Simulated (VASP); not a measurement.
Set up this calculation in VASP 6.6.1, as the native input.

```
Task                   : single point
Functional             : PBE
Dispersion             : D3(BJ)
Potentials or basis    : VASP PAW PBE potentials, release 64 (N)
Cutoff                 : 520 eV
k mesh                 : 6 × 6 × 4
Occupations            : gaussian, width 0.02 eV
Spin                   : no spin polarisation
Dipole correction      : no
Further INCAR settings : ALGO = Normal; EDIFF = 1e-06; NBANDS = 18
```

The structure of N lies in POSCAR:

```
N
1.0
    4.0558858415      0.0000000000      0.0000000000
    0.0000000000      4.0558858415      0.0000000000
    0.0000000000      0.0000000000      5.2635559220
N
4
Direct
    0.9039720457      0.9039720457      0.0000000000
    0.5960279543      0.4039720457      0.5000000000
    0.0960279543      0.0960279543      0.0000000000
    0.4039720457      0.5960279543      0.5000000000
```

The input as run:

INCAR

```
SYSTEM = N
ALGO = Normal
EDIFF = 1E-6
ENCUT = 520
GGA = PE
ISIF = 2
ISMEAR = 0
IVDW = 12
LASPH = .TRUE.
LCHARG = .FALSE.
LREAL = .FALSE.
LWAVE = .FALSE.
NBANDS = 18
NELM = 80
PREC = Accurate
SIGMA = 0.02
```

KPOINTS

```
k-points
0
G
  6 6 4
  0 0 0
```

Potentials or basis: VASP PAW PBE potentials, release 64 (N).

The run is started by

```sh
$ cat potpaw_PBE.64/N/POTCAR > POTCAR
$ mpirun -np 1 vasp_std > vasp.out
```

Results of the run:

```json
{"Pressure": "2.2 GPa", "Largest force": "1.742 eV/Å", "Band gap on the k mesh": "6.87 eV (least direct gap 7.07 eV)", "Dispersion energy per atom": "-0.058 eV"}
```

Caveat: the standard files for N, O and F lose accuracy on very short bonds; forces of over 1 eV/Å act on the atoms, so gaps and moduli don't describe the material at rest.

It took 55 s on 1 thread of Intel Xeon 8259CL, on a shared host, peak memory 0.19 GiB.
